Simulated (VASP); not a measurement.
Runs of VASP 6.6.1 on CoAu. The structure is that of space group F-43m (No. 216), or close to it. The cells are those of the table. 

```csv
task,cell,k mesh,cutoff (eV),gap on the mesh (eV),pressure (GPa),moment (μB),relaxed volume (Å³/atom)
single point,"a = 3.986 Å, angles 60.0°, 2 atoms",6 × 6 × 6,520,none,-0.2,2.21,-
single point,"a = 3.981 Å, angles 60.0°, 2 atoms",18 × 18 × 18,520,none,-0.2,2.19,-
relaxation of cell and atoms,"relaxed from a = 3.986 Å, angles 60.0°, 2 atoms",18 × 18 × 18,600,none,0.0,2.19,22.28
relaxation of cell and atoms,"relaxed from a = 3.555 Å, angles 60.0°, 2 atoms",6 × 6 × 6,600,none,0.1,2.21,22.36
single point,"a = 3.555 Å, angles 60.0°, 2 atoms",6 × 6 × 6,520,none,(a),1.86,-
```

Alike in all rows: level PBE; potentials or basis VASP PAW PBE potentials, release 64 (Co, Au); spin collinear, ferromagnetic start; smearing gaussian 0.1 eV.

Q: Estimate the missing entries.

A: (a) 55.1.

Caveats: some runs use coarse meshes; spin-orbit coupling is left out, which moves the levels of the heavy elements; the volume moved by over 15 % at a fixed basis, so the end points are rough (at least some runs).

A k mesh can miss the band edges, and the runs leave out spin-orbit coupling on Au.

A gap of «none» marks levels without a gap at the run's occupations.
